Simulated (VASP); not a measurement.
# BaZrO3 (P-6m2) in VASP: further runs

BaZrO3 is run at these levels: PBE; tasks: single point, relaxation of cell and atoms.

Everything below comes from runs of VASP 6.6.1. Logs are shortened: lines on timing, memory, paths and dates and some standing lists are left out, and cuts for length are marked.

## 1. The cell of the first run

The structure is hexagonal, space group P-6m2 (No. 187). Conventional cell: a = 4.161 Å, b = 4.161 Å, c = 7.823 Å, α = 90.00°, β = 90.00°, γ = 120.00°. Ba (site symmetry -6m2) has 9 O at 2.40 to 3.14 Å within 3.2 Å. Zr (site symmetry -6m2) has 2 O at 1.89 Å within 2.5 Å. O (site symmetry -6m2) has 3 Ba at 2.40 Å and 6 O at 3.14 Å within 3.2 Å. Within 2.5 Å of O (site symmetry 3m) lie 1 Zr at 1.89 Å.

## 2. Single point, PBE

Input file INCAR:

```
SYSTEM = BaZrO3
PREC = Accurate
ENCUT = 520
EDIFF = 1E-7
ISMEAR = 0
SIGMA = 0.1
LREAL = .False.
LASPH = .True.
NELM = 100
ALGO = Normal
ISIF = 2
LWAVE = .False.
LCHARG = .True.
GGA = PE
LELF = .True.
LVHAR = .True.
NBANDS = 28
```

Input file KPOINTS:

```
regular mesh
0
Gamma
  12 12 6
  0 0 0
```

Input file POSCAR:

```
BaZrO3
1.0
    4.1605574038      0.0000000000      0.0000000000
   -2.0802787019      3.6031484056      0.0000000000
    0.0000000000      0.0000000000      7.8227975521
Ba Zr O
1 1 3
Direct
    0.0000000000      0.0000000000      0.5000000000
    0.3333333333      0.6666666667      0.0000000000
    0.6666666667      0.3333333333      0.5000000000
    0.3333333333      0.6666666667      0.7578188927
    0.3333333333      0.6666666667      0.2421811073
```

Potentials or basis: VASP PAW PBE potentials, release 64 (Ba_sv, Zr_sv, O).

Run with:

```
$ cat potpaw_PBE.64/Ba_sv/POTCAR potpaw_PBE.64/Zr_sv/POTCAR potpaw_PBE.64/O/POTCAR > POTCAR
$ mpirun -np 1 vasp_std > vasp.out
```

OUTCAR:

```text
SYSTEM = BaZrO3
   PREC = Accurate
   ENCUT = 520
   EDIFF = 1E-7
   ISMEAR = 0
   LREAL = .False.
   LASPH = .True.
   NELM = 100
   ISIF = 2
   GGA = PE

 ion  position               nearest neighbor table
   1  0.000  0.000  0.500-   3 2.40   3 2.40   3 2.40   5 3.14   4 3.14   4 3.14   5 3.14   4 3.14
                             5 3.14
   2  0.333  0.667  0.000-   4 1.89   5 1.89
   3  0.667  0.333  0.500-   1 2.40   1 2.40   1 2.40
   4  0.333  0.667  0.758-   2 1.89   1 3.14   1 3.14   1 3.14
   5  0.333  0.667  0.242-   2 1.89   1 3.14   1 3.14   1 3.14

  LATTYP: Found a hexagonal cell.
 ALAT       =     4.1605574038
 C/A-ratio  =     1.8802282466

  Lattice vectors:

 A1 = (   4.1605574038,   0.0000000000,   0.0000000000)
 A2 = (  -2.0802787019,   3.6031484056,   0.0000000000)
 A3 = (   0.0000000000,   0.0000000000,   7.8227975521)

Analysis of symmetry for initial positions (statically):
=====================================================================
 Subroutine PRICEL returns:
 Original cell was already a primitive cell.

 Routine SETGRP: Setting up the symmetry group for a
 hexagonal supercell.

 Subroutine GETGRP returns: Found 12 space group operations
 (whereof 12 operations were pure point group operations)
 out of a pool of 24 trial point group operations.

The static configuration has the point symmetry D_3h.

Analysis of symmetry for dynamics (positions and initial velocities):
=====================================================================
 Subroutine PRICEL returns:
 Original cell was already a primitive cell.

 Routine SETGRP: Setting up the symmetry group for a
 hexagonal supercell.

 Subroutine GETGRP returns: Found 12 space group operations
 (whereof 12 operations were pure point group operations)
 out of a pool of 24 trial point group operations.

The dynamic configuration has the point symmetry D_3h.

 Subroutine INISYM returns: Found 12 space group operations
 (whereof 12 operations are pure point group operations),
 and found     1 'primitive' translations

----------------------------------------------------------------------------------------

                                     Primitive cell

  volume of cell :     117.2724

  direct lattice vectors                    reciprocal lattice vectors
     4.160557404  0.000000000  0.000000000     0.240352410  0.138767529  0.000000000
    -2.080278702  3.603148406  0.000000000     0.000000000  0.277535058  0.000000000
     0.000000000  0.000000000  7.822797552     0.000000000  0.000000000  0.127831507

  length of vectors
     4.160557404  4.160557404  7.822797552     0.277535058  0.277535058  0.127831507

  position of ions in fractional coordinates (direct lattice)
     0.000000000  0.000000000  0.500000000
     0.333333333  0.666666667  0.000000000
     0.666666667  0.333333333  0.500000000
     0.333333333  0.666666667  0.757818893
     0.333333333  0.666666667  0.242181107

  ion indices of the primitive-cell ions
   primitive index   ion index
                 1           1
                 2           2
                 3           3
                 4           4
                 5           5

----------------------------------------------------------------------------------------

 KPOINTS: regular mesh

Automatic generation of k-mesh.
 Grid dimensions read from file:
 generate k-points for:   12   12    6

 Generating k-lattice:

  Cartesian coordinates                     Fractional coordinates (reciprocal lattice)
     0.020029368  0.011563961  0.000000000     0.083333333 -0.000000000  0.000000000
     0.000000000  0.023127921  0.000000000     0.000000000  0.083333333  0.000000000
     0.000000000  0.000000000  0.021305251     0.000000000  0.000000000  0.166666667

  Length of vectors
     0.023127921  0.023127921  0.021305251

  Shift w.r.t. Gamma in fractional coordinates (k-lattice)
     0.000000000  0.000000000  0.000000000

 Subroutine IBZKPT returns following result:
 ===========================================

 Found     76 irreducible k-points:

 Following reciprocal coordinates:
            Coordinates               Weight
  0.000000  0.000000  0.000000      1.000000
  0.083333 -0.000000  0.000000      6.000000
  0.166667  0.000000  0.000000      6.000000
  0.250000 -0.000000  0.000000      6.000000
  0.333333 -0.000000  0.000000      6.000000
  0.416667  0.000000  0.000000      6.000000
[... 16 lines left out ...]
  0.250000 -0.000000  0.166667     12.000000
  0.333333 -0.000000  0.166667     12.000000
 [... further k-points ...]
   k-points           NKPTS =     76   k-points in BZ     NKDIM =     76   number of bands    NBANDS=     28
   number of dos      NEDOS =    301   number of ions     NIONS =      5
   total plane-waves  NPLWV =  61440
   dimension x,y,z NGX =    32 NGY =   32 NGZ =   60
   dimension x,y,z NGXF=    64 NGYF=   64 NGZF=  120
   ions per type =               1   1   3
   NGX,Y,Z   is equivalent  to a cutoff of  12.79, 12.79, 12.75 a.u.
   NGXF,Y,Z  is equivalent  to a cutoff of  25.57, 25.57, 25.50 a.u.
 SYSTEM =  BaZrO3
   PREC   = accura    normal or accurate (medium, high low for compatibility)
   ISTART =      0    job   : 0-new  1-cont  2-samecut
   ICHARG =      2    charge: 1-file 2-atom 10-const
   ISPIN  =      1    spin polarized calculation?
   LNONCOLLINEAR =      F non collinear calculations
   LSORBIT =      F    spin-orbit coupling
   LASPH  =      T    aspherical Exc in radial PAW
   ENCUT  =  520.0 eV  38.22 Ry    6.18 a.u.   7.74  7.74 14.55*2*pi/ulx,y,z
   NELM   =    100;   NELMIN=  2; NELMDL= -5     # of ELM steps
   EDIFF  = 0.1E-06   stopping-criterion for ELM
   LREAL  =      F    real-space projection
   EDIFFG = 0.1E-05   stopping-criterion for IOM
   NSW    =      0    number of steps for IOM
   IBRION =     -1    ionic relax: 0-MD 1-quasi-New 2-CG
   NFREE  =      0    steps in history (QN), initial steepest desc. (CG)
   ISIF   =      2    stress and relaxation
   ISYM   =      2    0-nonsym 1-usesym 2-fastsym
   POTIM  = 0.5000    time-step for ionic-motion
   TEBEG  =    0.0;   TEEND  =   0.0 temperature during run
   PSTRESS=    0.0 pullay stress
   NELECT =      40.0000    total number of electrons
   NUPDOWN=      -1.0000    fix difference up-down
   EMIN   =  10.00;   EMAX   =-10.00  energy-range for DOS
   EFERMI =   0.00;   METHOD = LEGACY
   ISMEAR =     0;   SIGMA  =   0.10  broadening in eV -4-tet -1-fermi 0-gaus
   EFERMI_NEDOS =   21; number of points for ismear=-14 and -15
   IALGO  =     38    algorithm
   IMIX   =      4    mixing-type and parameters
     AMIX     =   0.40;   BMIX     =  1.00
     AMIX_MAG =   1.60;   BMIX_MAG =  1.00
  volume/ion in A,a.u.               =      23.45       158.28
  Fermi-wavevector in a.u.,A,eV,Ry     =   1.143834  2.161532 17.801259  1.308356
  Thomas-Fermi vector in A             =   2.280528
   LORBIT       =      0    0 simple, 1 ext, 2 COOP (PROOUT), +10 PAW based schemes
   GGA     = PE    functional components
   LHFCALC =     F    Hartree Fock is set to
   AEXX    =    0.0000 exact exchange contribution
   IVDW    =     0    specifies the selected vdW correction
   LEPSILON=     F    determine dielectric tensor
   LRPA    =     F    only Hartree local field effects (RPA)
 non-spin polarized calculation
 Gauss-broadening in eV      SIGMA  =   0.10
  energy-cutoff  :      520.00
  volume of cell :      117.27
 maximum number of plane-waves:      3203
 NGX is ok and might be reduce to    32
   NGX = 15   NGY = 15   NGZ = 29

 number of electron      40.0000014 magnetization

 Free energy of the ion-electron system (eV)
  ---------------------------------------------------
  ext. energy  EPLUGINS =         0.00000000
  ---------------------------------------------------
  free energy    TOTEN  =       -32.20258154 eV

  energy without entropy =      -32.15753172  energy(sigma->0) =      -32.18005663

 E-fermi :   0.6862     XC(G=0):  -8.4874

 val. band max:        0.6850128628   @ k =   0.4167   0.0833   0.1667
 cond. band min:       0.6886100917   @ k =   0.2500  -0.0000   0.1667
 fundamental gap:      0.0035972289
 Fermi energy:         0.6861817908

 k-point     1 :       0.0000    0.0000    0.0000
  band No.  band energies     occupation
      1     -48.3187      2.00000
      2     -26.5349      2.00000
      3     -26.5349      2.00000
      4     -26.4449      2.00000
      5     -23.8789      2.00000
      6     -15.6049      2.00000
[... 20 lines left out ...]
     27       6.9495      0.00000
     28       8.0085      0.00000

 k-point     2 :       0.0833   -0.0000    0.0000
  band No.  band energies     occupation
      1     -48.3185      2.00000
      2     -26.5377      2.00000
      3     -26.5356      2.00000
      4     -26.4445      2.00000
      5     -23.8674      2.00000
      6     -15.6060      2.00000
[... 20 lines left out ...]
     27       7.0251      0.00000
     28       8.1595      0.00000

 k-point     3 :       0.1667    0.0000    0.0000
  band No.  band energies     occupation
      1     -48.3181      2.00000
      2     -26.5456      2.00000
      3     -26.5376      2.00000
      4     -26.4435      2.00000
      5     -23.8357      2.00000
      6     -15.6106      2.00000
[... 20 lines left out ...]
     27       7.2258      0.00000
     28       8.5217      0.00000

 k-point     4 :       0.2500   -0.0000    0.0000
  band No.  band energies     occupation
      1     -48.3175      2.00000
      2     -26.5564      2.00000
      3     -26.5404      2.00000
      4     -26.4420      2.00000
      5     -23.7915      2.00000
      6     -15.6208      2.00000
[... 578 lines left out ...]
     27       7.8488      0.00000
     28       8.6050      0.00000

 k-point    23 :       0.2500   -0.0000    0.1667
  band No.  band energies     occupation
      1     -48.3175      2.00000
      2     -26.5564      2.00000
      3     -26.5404      2.00000
      4     -26.4421      2.00000
      5     -23.7914      2.00000
      6     -15.6171      2.00000
[... 20 lines left out ...]
     27       7.8562      0.00000
     28       8.4478      0.00000

 k-point    24 :       0.3333   -0.0000    0.1667
  band No.  band energies     occupation
      1     -48.3169      2.00000
      2     -26.5672      2.00000
      3     -26.5431      2.00000
      4     -26.4406      2.00000
      5     -23.7463      2.00000
      6     -15.6305      2.00000
[... 20 lines left out ...]
     27       7.2210      0.00000
     28       8.2953      0.00000

 [... further k-points ...]

------------------------ aborting loop because EDIFF is reached ----------------------------------------

  FORCE on cell =-STRESS in cart. coord.  units (eV):
  Direction    XX          YY          ZZ          XY          YZ          ZX
  --------------------------------------------------------------------------------------
  -------------------------------------------------------------------------------------
  Total        0.9083134      0.9083134      0.5698586      0.0000000      0.0000000     -0.0000000
  in kB       12.4093928     12.4093928      7.7854181      0.0000000      0.0000000     -0.0000000
  external PRESSURE =      10.8680679 kB  Pullay stress =       0.0000000 kB

 VOLUME and BASIS-vectors are now :
 -----------------------------------------------------------------------------
  energy-cutoff  :      520.00
  volume of cell :      117.27
      direct lattice vectors                 reciprocal lattice vectors
     4.160557404  0.000000000  0.000000000     0.240352410  0.138767529  0.000000000
    -2.080278702  3.603148406  0.000000000     0.000000000  0.277535058  0.000000000
     0.000000000  0.000000000  7.822797552     0.000000000  0.000000000  0.127831507

 POSITION                                       TOTAL-FORCE (eV/Angst)
 -----------------------------------------------------------------------------------
      0.00000      0.00000      3.91140         0.000000      0.000000      0.000000
     -0.00000      2.40210      0.00000         0.000000      0.000000      0.000000
      2.08028      1.20105      3.91140        -0.000000      0.000000      0.000000
     -0.00000      2.40210      5.92826         0.000000      0.000000     -0.126014
     -0.00000      2.40210      1.89453         0.000000      0.000000      0.126014
 -----------------------------------------------------------------------------------
    total drift:                                0.000001     -0.000001     -0.000000

  FREE ENERGIE OF THE ION-ELECTRON SYSTEM (eV)
  ---------------------------------------------------
  free  energy   TOTEN  =       -32.2025815447 eV

  energy  without entropy=      -32.1575317188  energy(sigma->0) =      -32.18005663
```

It took 2.4 min on 1 thread of Intel Xeon 6975P-C (Granite Rapids), shared host; peak memory 0.4 GiB.

Results:

```
Free energy            : -32.2026 eV
Pressure               : 1.1 GPa
Largest force          : 0.126 eV/Å
Band gap on the k mesh : zero (band 20 reaches 1.17 eV, above the bottom of band 21 at 0.42 eV)
```

Forces in eV/Å, atoms in the order of the input:
```
Ba   0.000  0.000  0.000
Zr   0.000  0.000  0.000
O    0.000  0.000  0.000
O    0.000  0.000 -0.126
O    0.000  0.000  0.126
```

Caveat: spin-orbit coupling is left out, which moves the levels of the heavy elements.

(Part 1 of 3 ends here.)
